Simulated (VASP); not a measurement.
# AlN (P6_3mc) in VASP: further runs

Aim: see how the results for AlN move with the level of theory and the settings. Levels: PBE, LDA. Tasks: single point.

Everything below comes from runs of VASP 6.6.1. Logs are shortened: lines on timing, memory, paths and dates and some standing lists are left out, and cuts for length are marked.

**Measured values to compare with.**

From “Self-assembly of well-separated AlN nanowires directly on sputtered metallic TiN films”, 2019, arxiv:1910.07391, for a bulk crystal of AlN at 10 K: band gap 6.034 eV (an exciton energy, a little under the gap).

The results are compared with them further down.

## 1. The cell of the first run

It takes space group P6_3mc (No. 186, hexagonal). The conventional cell has a = 3.107 Å, b = 3.107 Å, c = 4.979 Å, α = 90.00°, β = 90.00°, γ = 120.00°. Al (site symmetry 3m) has 4 N at 1.89 to 1.90 Å within 2.5 Å. Within 2.5 Å of N (site symmetry 3m) lie 4 Al at 1.89 to 1.90 Å.

## 2. Single point, PBE

INCAR

```
SYSTEM = AlN
PREC     = Accurate       ! precision mode
ENCUT    = 520            ! plane-wave cutoff, eV
EDIFF    = 1E-7           ! SCF threshold, eV
ISMEAR   = 0              ! smearing method
SIGMA    = 0.01           ! smearing width, eV
LREAL    = .FALSE.        ! projectors in reciprocal space
LASPH    = .TRUE.         ! aspherical terms in the spheres
NELM     = 60             ! most SCF steps
ALGO     = Normal         ! electronic algorithm
ISIF     = 2              ! what is computed and relaxed
LWAVE    = .FALSE.        ! write WAVECAR
LCHARG   = .FALSE.        ! write CHGCAR
GGA      = PE             ! functional
NBANDS   = 16             ! bands
```

KPOINTS

```
Automatic mesh
0
G
  6 6 4
  0 0 0
```

POSCAR

```
AlN
1.0
    3.1066945029      0.0000000000      0.0000000000
   -1.5533472514      2.6904763613      0.0000000000
    0.0000000000      0.0000000000      4.9785885515
Al N
2 2
Direct
    0.3333333333      0.6666666667     -0.0007956040
    0.6666666667      0.3333333333      0.4992043960
    0.3333333333      0.6666666667      0.3807956040
    0.6666666667      0.3333333333      0.8807956040
```

Potentials or basis: VASP PAW PBE potentials, release 64 (Al, N).

Command:

```bash
$ cat potpaw_PBE.64/Al/POTCAR potpaw_PBE.64/N/POTCAR > POTCAR
$ mpirun -np 1 vasp_std > vasp.out
```

OUTCAR:

```text
SYSTEM = AlN
   PREC = Accurate
   ENCUT = 520
   EDIFF = 1E-7
   ISMEAR = 0
   LREAL = .FALSE.
   LASPH = .TRUE.
   NELM = 60
   ISIF = 2
   GGA = PE

 ion  position               nearest neighbor table
   1  0.333  0.667  0.999-   4 1.89   4 1.89   4 1.89   3 1.90   2 3.07   2 3.07   2 3.07   2 3.07
                             2 3.07   2 3.07
   2  0.667  0.333  0.499-   3 1.89   3 1.89   3 1.89   4 1.90   1 3.07   1 3.07   1 3.07   1 3.07
                             1 3.07   1 3.07
   3  0.333  0.667  0.381-   2 1.89   2 1.89   2 1.89   1 1.90
   4  0.667  0.333  0.881-   1 1.89   1 1.89   1 1.89   2 1.90

  LATTYP: Found a hexagonal cell.
 ALAT       =     3.1066945029
 C/A-ratio  =     1.6025356040

  Lattice vectors:

 A1 = (   3.1066945029,   0.0000000000,   0.0000000000)
 A2 = (  -1.5533472514,   2.6904763613,   0.0000000000)
 A3 = (   0.0000000000,   0.0000000000,   4.9785885515)

Analysis of symmetry for initial positions (statically):
=====================================================================
 Subroutine PRICEL returns:
 Original cell was already a primitive cell.

 Routine SETGRP: Setting up the symmetry group for a
 hexagonal supercell.

 Subroutine GETGRP returns: Found 12 space group operations
 (whereof  6 operations were pure point group operations)
 out of a pool of 24 trial point group operations.

The static configuration has the point symmetry C_3v.
 The point group associated with its full space group is C_6v.

Analysis of symmetry for dynamics (positions and initial velocities):
=====================================================================
 Subroutine PRICEL returns:
 Original cell was already a primitive cell.

 Routine SETGRP: Setting up the symmetry group for a
 hexagonal supercell.

 Subroutine GETGRP returns: Found 12 space group operations
 (whereof  6 operations were pure point group operations)
 out of a pool of 24 trial point group operations.

The dynamic configuration has the point symmetry C_3v.
 The point group associated with its full space group is C_6v.

 Subroutine INISYM returns: Found 12 space group operations
 (whereof  6 operations are pure point group operations),
 and found     1 'primitive' translations

----------------------------------------------------------------------------------------

                                     Primitive cell

  volume of cell :      41.6135

  direct lattice vectors                    reciprocal lattice vectors
     3.106694503  0.000000000  0.000000000     0.321885528  0.185840696  0.000000000
    -1.553347251  2.690476361  0.000000000     0.000000000  0.371681392  0.000000000
     0.000000000  0.000000000  4.978588551     0.000000000  0.000000000  0.200860141

  length of vectors
     3.106694503  3.106694503  4.978588551     0.371681392  0.371681392  0.200860141

  position of ions in fractional coordinates (direct lattice)
     0.333333333  0.666666667  0.999204396
     0.666666667  0.333333333  0.499204396
     0.333333333  0.666666667  0.380795604
     0.666666667  0.333333333  0.880795604

  ion indices of the primitive-cell ions
   primitive index   ion index
                 1           1
                 2           2
                 3           3
                 4           4

----------------------------------------------------------------------------------------

 KPOINTS: Automatic mesh

Automatic generation of k-mesh.
 Grid dimensions read from file:
 generate k-points for:    6    6    4

 Generating k-lattice:

  Cartesian coordinates                     Fractional coordinates (reciprocal lattice)
     0.053647588  0.030973449  0.000000000     0.166666667 -0.000000000  0.000000000
     0.000000000  0.061946899  0.000000000     0.000000000  0.166666667  0.000000000
     0.000000000  0.000000000  0.050215035     0.000000000  0.000000000  0.250000000

  Length of vectors
     0.061946899  0.061946899  0.050215035

  Shift w.r.t. Gamma in fractional coordinates (k-lattice)
     0.000000000  0.000000000  0.000000000

 Subroutine IBZKPT returns following result:
 ===========================================

 Found     21 irreducible k-points:

 Following reciprocal coordinates:
            Coordinates               Weight
  0.000000  0.000000  0.000000      1.000000
  0.166667  0.000000  0.000000      6.000000
  0.333333 -0.000000  0.000000      6.000000
  0.500000  0.000000  0.000000      3.000000
  0.166667  0.166667  0.000000      6.000000
  0.333333  0.166667  0.000000     12.000000
[... 13 lines left out ...]
  0.333333  0.166667  0.500000     12.000000
  0.333333  0.333333  0.500000      2.000000
   k-points           NKPTS =     21   k-points in BZ     NKDIM =     21   number of bands    NBANDS=     16
   number of dos      NEDOS =    301   number of ions     NIONS =      4
   total plane-waves  NPLWV =  23040
   dimension x,y,z NGX =    24 NGY =   24 NGZ =   40
   dimension x,y,z NGXF=    48 NGYF=   48 NGZF=   80
   ions per type =               2   2
   NGX,Y,Z   is equivalent  to a cutoff of  12.84, 12.84, 13.36 a.u.
   NGXF,Y,Z  is equivalent  to a cutoff of  25.69, 25.69, 26.71 a.u.
 SYSTEM =  AlN
   PREC   = accura    normal or accurate (medium, high low for compatibility)
   ISTART =      0    job   : 0-new  1-cont  2-samecut
   ICHARG =      2    charge: 1-file 2-atom 10-const
   ISPIN  =      1    spin polarized calculation?
   LNONCOLLINEAR =      F non collinear calculations
   LSORBIT =      F    spin-orbit coupling
   LASPH  =      T    aspherical Exc in radial PAW
   ENCUT  =  520.0 eV  38.22 Ry    6.18 a.u.   5.78  5.78  9.26*2*pi/ulx,y,z
   NELM   =     60;   NELMIN=  2; NELMDL= -5     # of ELM steps
   EDIFF  = 0.1E-06   stopping-criterion for ELM
   LREAL  =      F    real-space projection
   EDIFFG = 0.1E-05   stopping-criterion for IOM
   NSW    =      0    number of steps for IOM
   IBRION =     -1    ionic relax: 0-MD 1-quasi-New 2-CG
   NFREE  =      0    steps in history (QN), initial steepest desc. (CG)
   ISIF   =      2    stress and relaxation
   ISYM   =      2    0-nonsym 1-usesym 2-fastsym
   POTIM  = 0.5000    time-step for ionic-motion
   TEBEG  =    0.0;   TEEND  =   0.0 temperature during run
   PSTRESS=    0.0 pullay stress
   NELECT =      16.0000    total number of electrons
   NUPDOWN=      -1.0000    fix difference up-down
   EMIN   =  10.00;   EMAX   =-10.00  energy-range for DOS
   EFERMI =   0.00;   METHOD = LEGACY
   ISMEAR =     0;   SIGMA  =   0.01  broadening in eV -4-tet -1-fermi 0-gaus
   EFERMI_NEDOS =   21; number of points for ismear=-14 and -15
   IALGO  =     38    algorithm
   IMIX   =      4    mixing-type and parameters
     AMIX     =   0.40;   BMIX     =  1.00
     AMIX_MAG =   1.60;   BMIX_MAG =  1.00
  volume/ion in A,a.u.               =      10.40        70.21
  Fermi-wavevector in a.u.,A,eV,Ry     =   1.190429  2.249585 19.281105  1.417121
  Thomas-Fermi vector in A             =   2.326514
   LORBIT       =      0    0 simple, 1 ext, 2 COOP (PROOUT), +10 PAW based schemes
   GGA     = PE    functional components
   LHFCALC =     F    Hartree Fock is set to
   AEXX    =    0.0000 exact exchange contribution
   IVDW    =     0    specifies the selected vdW correction
   LEPSILON=     F    determine dielectric tensor
   LRPA    =     F    only Hartree local field effects (RPA)
 non-spin polarized calculation
 Gauss-broadening in eV      SIGMA  =   0.01
  energy-cutoff  :      520.00
  volume of cell :       41.61
 maximum number of plane-waves:      1152
 NGX is ok and might be reduce to    24
   NGX = 11   NGY = 11   NGZ = 19

 number of electron      15.9999996 magnetization

 Free energy of the ion-electron system (eV)
  ---------------------------------------------------
  ext. energy  EPLUGINS =         0.00000000
  ---------------------------------------------------
  free energy    TOTEN  =       -29.76652506 eV

  energy without entropy =      -29.76652506  energy(sigma->0) =      -29.76652506

 E-fermi :   6.2459     XC(G=0): -10.9265

 val. band max:        6.1866316503   @ k =   0.0000   0.0000   0.0000
 cond. band min:      10.4297522814   @ k =   0.0000   0.0000   0.0000
 fundamental gap:      4.2431206311
 Fermi energy:         6.2459293892

 k-point     1 :       0.0000    0.0000    0.0000
  band No.  band energies     occupation
      1      -9.0203      2.00000
      2      -6.8655      2.00000
      3       0.1771      2.00000
      4       5.3274      2.00000
      5       5.3274      2.00000
      6       5.9763      2.00000
[... 8 lines left out ...]
     15      19.3683      0.00000
     16      19.3683      0.00000

 k-point     2 :       0.1667    0.0000    0.0000
  band No.  band energies     occupation
      1      -8.6719      2.00000
      2      -6.6763      2.00000
      3       0.5946      2.00000
      4       3.9060      2.00000
      5       4.6884      2.00000
      6       4.9349      2.00000
[... 8 lines left out ...]
     15      18.5796      0.00000
     16      19.0133      0.00000

 k-point     3 :       0.3333   -0.0000    0.0000
  band No.  band energies     occupation
      1      -7.7720      2.00000
      2      -6.3405      2.00000
      3       1.6747      2.00000
      4       1.7513      2.00000
      5       2.8591      2.00000
      6       4.3443      2.00000
[... 8 lines left out ...]
     15      18.3148      0.00000
     16      20.6297      0.00000

 k-point     4 :       0.5000    0.0000    0.0000
  band No.  band energies     occupation
      1      -7.0433      2.00000
      2      -6.3459      2.00000
      3       0.7256      2.00000
      4       2.0124      2.00000
      5       2.8372      2.00000
      6       4.0982      2.00000
[... 8 lines left out ...]
     15      19.0373      0.00000
     16      21.3680      0.00000

 k-point     5 :       0.1667    0.1667    0.0000
  band No.  band energies     occupation
      1      -8.0413      2.00000
      2      -6.4067      2.00000
      3       1.3821      2.00000
      4       2.8021      2.00000
      5       2.8030      2.00000
      6       4.4894      2.00000
[... 8 lines left out ...]
     15      18.7871      0.00000
     16      20.2591      0.00000

 k-point     6 :       0.3333    0.1667    0.0000
  band No.  band energies     occupation
      1      -7.1177      2.00000
      2      -6.2826      2.00000
      3       1.2193      2.00000
      4       2.2543      2.00000
      5       2.6925      2.00000
      6       3.3976      2.00000
[... 8 lines left out ...]
     15      18.6921      0.00000
     16      20.9566      0.00000
[... 210 lines left out ...]
 k-point    18 :       0.5000    0.0000    0.5000
  band No.  band energies     occupation
      1      -6.6686      2.00000
      2      -6.6686      2.00000
      3       0.5750      2.00000
      4       0.5750      2.00000
      5       4.7217      2.00000
      6       4.7217      2.00000
[... 8 lines left out ...]
     15      19.4843      0.00000
     16      19.4843      0.00000

 k-point    19 :       0.1667    0.1667    0.5000
  band No.  band energies     occupation
      1      -7.3162      2.00000
      2      -7.3162      2.00000
      3       1.9700      2.00000
      4       1.9700      2.00000
      5       4.3515      2.00000
      6       4.3515      2.00000
[... 8 lines left out ...]
     15      19.1672      0.00000
     16      19.1672      0.00000

 k-point    20 :       0.3333    0.1667    0.5000
  band No.  band energies     occupation
      1      -6.6890      2.00000
      2      -6.6890      2.00000
      3       1.0225      2.00000
      4       1.0225      2.00000
      5       3.5562      2.00000
      6       3.5562      2.00000
[... 8 lines left out ...]
     15      19.6832      0.00000
     16      19.6832      0.00000

 k-point    21 :       0.3333    0.3333    0.5000
  band No.  band energies     occupation
      1      -6.4621      2.00000
      2      -6.4621      2.00000
      3       1.3452      2.00000
      4       1.3452      2.00000
      5       2.3150      2.00000
      6       2.3150      2.00000
[... 8 lines left out ...]
     15      20.0378      0.00000
     16      20.0378      0.00000

------------------------ aborting loop because EDIFF is reached ----------------------------------------

  FORCE on cell =-STRESS in cart. coord.  units (eV):
  Direction    XX          YY          ZZ          XY          YZ          ZX
  --------------------------------------------------------------------------------------
  -------------------------------------------------------------------------------------
  Total        1.1537807      1.1537807      1.1082349      0.0000000      0.0000000     -0.0000000
  in kB       44.4221824     44.4221824     42.6686042      0.0000000      0.0000000     -0.0000000
  external PRESSURE =      43.8376563 kB  Pullay stress =       0.0000000 kB

 VOLUME and BASIS-vectors are now :
 -----------------------------------------------------------------------------
  energy-cutoff  :      520.00
  volume of cell :       41.61
      direct lattice vectors                 reciprocal lattice vectors
     3.106694503  0.000000000  0.000000000     0.321885528  0.185840696  0.000000000
    -1.553347251  2.690476361  0.000000000     0.000000000  0.371681392  0.000000000
     0.000000000  0.000000000  4.978588551     0.000000000  0.000000000  0.200860141

 POSITION                                       TOTAL-FORCE (eV/Angst)
 -----------------------------------------------------------------------------------
     -0.00000      1.79365      4.97463         0.000000      0.000000     -0.010195
      1.55335      0.89683      2.48533        -0.000000      0.000000     -0.010195
     -0.00000      1.79365      1.89582        -0.000000     -0.000000      0.010195
      1.55335      0.89683      4.38512         0.000000      0.000000      0.010195
 -----------------------------------------------------------------------------------
    total drift:                               -0.000000      0.000000     -0.000954

  FREE ENERGIE OF THE ION-ELECTRON SYSTEM (eV)
  ---------------------------------------------------
  free  energy   TOTEN  =       -29.7665250611 eV

  energy  without entropy=      -29.7665250611  energy(sigma->0) =      -29.76652506
```

Run time: 5.1 s. Hardware: 1 thread of Intel Xeon 6975P-C (Granite Rapids), shared host; peak memory 0.14 GiB.

Results:

```
Free energy            : -29.7665 eV
Pressure               : 4.4 GPa
Largest force          : 0.010 eV/Å
Band gap on the k mesh : 4.24 eV, direct
```

Forces in eV/Å, atoms in the order of the input:
```
Al   0.000  0.000 -0.010
Al   0.000  0.000 -0.010
N    0.000  0.000  0.010
N    0.000  0.000  0.010
```

Stress tensor (GPa, compression positive):
```
4.44 0.00 0.00
0.00 4.44 0.00
0.00 0.00 4.27
```

A hybrid or GW would open this gap; PBE tends to underestimate it.

## 3. Single point, LDA

This run uses another cell than the first one, of 10.21 Å³/atom, 0.981 times its volume.

INCAR

```
SYSTEM = AlN
ALGO = Normal ; EDIFF = 1E-6
ENCUT = 520 ; ISIF = 2
ISMEAR = -1 ; LASPH = .True.
LCHARG = .False. ; LREAL = .False.
LWAVE = .False. ; NBANDS = 16
NELM = 60 ; PREC = Accurate
SIGMA = 0.02
```

KPOINTS

```
k-points
0
Gamma
  12 12 6
  0 0 0
```

POSCAR

```
AlN
1.0
    3.0887478837      0.0000000000      0.0000000000
   -1.5443739418      2.6749341331      0.0000000000
    0.0000000000      0.0000000000      4.9433457406
Al N
2 2
Direct
    0.3333333333      0.6666666667     -0.0010135576
    0.6666666667      0.3333333333      0.4989864424
    0.3333333333      0.6666666667      0.3810135576
    0.6666666667      0.3333333333      0.8810135576
```

Potentials or basis: VASP PAW LDA potentials, release 64 (Al, N).

Command:

```bash
$ cat potpaw_LDA.64/Al/POTCAR potpaw_LDA.64/N/POTCAR > POTCAR
$ mpirun -np 1 vasp_std > vasp.out
```

Wall time 12 s (1 thread of Intel Xeon 6975P-C (Granite Rapids), shared host); peak memory 0.16 GiB.

The run converged. Its results:

```yaml
Free_energy: -32.8411 eV
Pressure: 0.6 GPa
Band_gap_on_the_k_mesh: 4.42 eV, direct
```

Forces on the atoms (eV/Å):
```
Al   0.000  0.000  0.003
Al   0.000  0.000  0.003
N    0.000  0.000 -0.003
N    0.000  0.000 -0.003
```

Levels at points of the mesh, in eV from the valence-band top:
```tsv
k point	band 4	band 5	band 6	band 7	band 8	band 9	band 10	band 11	band 12	band 13
(0.00, 0.00, 0.00)	-0.89	-0.89	-0.23	-0.23	0.00	4.42	6.73	10.66	11.10	11.10
(0.50, 0.00, 0.00)	-4.26	-3.44	-2.15	-1.84	-0.71	5.72	5.72	8.27	10.29	10.85
(0.00, 0.00, 0.50)	-3.37	-0.57	-0.57	-0.57	-0.57	6.61	6.61	10.32	10.32	11.42
(0.50, 0.00, 0.50)	-5.75	-1.51	-1.51	-1.40	-1.40	5.26	5.26	9.20	9.20	11.91
```

## 4. Against experiment

Step 3. Measured gap of AlN: 6.034 eV (an exciton energy, a little under the gap; 10 K; quoted in “Self-assembly of well-separated AlN nanowires directly on sputtered metallic TiN films”, 2019, arxiv:1910.07391). This calculation gives 4.42 eV (-1.61 eV). 2 values of this kind are on record (6.034 to 6.0343 eV); this one was drawn at random. The value is that of LDA on a finite k mesh, which can miss the band edges, without temperature or zero-point motion. Semilocal functionals fall short of measured gaps as a rule.
